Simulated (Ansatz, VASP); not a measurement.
**SnO2: VASP beside Ansatz**

```xyz
6
Lattice="4.6094 0.0000 0.0000 0.0000 4.6100 0.0000 0.0000 0.0000 3.1142" Properties=species:S:1:pos:R:3 pbc="T T T"
Sn    2.3047    2.3050    1.5571
Sn    0.0000    0.0000    0.0000
O     1.4104    1.2919    0.0000
O     3.7151    1.0131    1.5571
O     0.8943    3.5969    1.5571
O     3.1990    3.3181    0.0000
```

Alike in both runs: task single point; functional LDA; k mesh 6 × 6 × 8; occupations gaussian, width 0.05 eV; no spin polarisation.

|  | VASP | Ansatz |
| --- | --- | --- |
| version | VASP 6.6.1 | Ansatz 0.2.0 |
| potentials or method | VASP PAW LDA potentials, release 64 (Sn_d, O), cutoff 520 eV | scalar-relativistic, plane waves, PAW |
| valence electrons in the cell | 52 | 52 |

```tsv
	VASP	Ansatz	Ansatz less VASP
gap on the k mesh at the Fermi level (eV)	1.89	1.85	-0.035
least direct gap on the mesh (eV)	1.89	1.85	-0.035
pressure (GPa)	19.1	17.8	-1.33
traceless stress, the component that is largest in VASP (GPa)	4.13	4.13	+0.001
rms of the force components (eV/Å)	1.035	1.028	-0.0067
```

LDA's correlation is that of Perdew and Zunger in VASP and of Perdew and Wang (1992) in Ansatz. Atom by atom the forces differ by 0.007 eV/Å (rms over components).
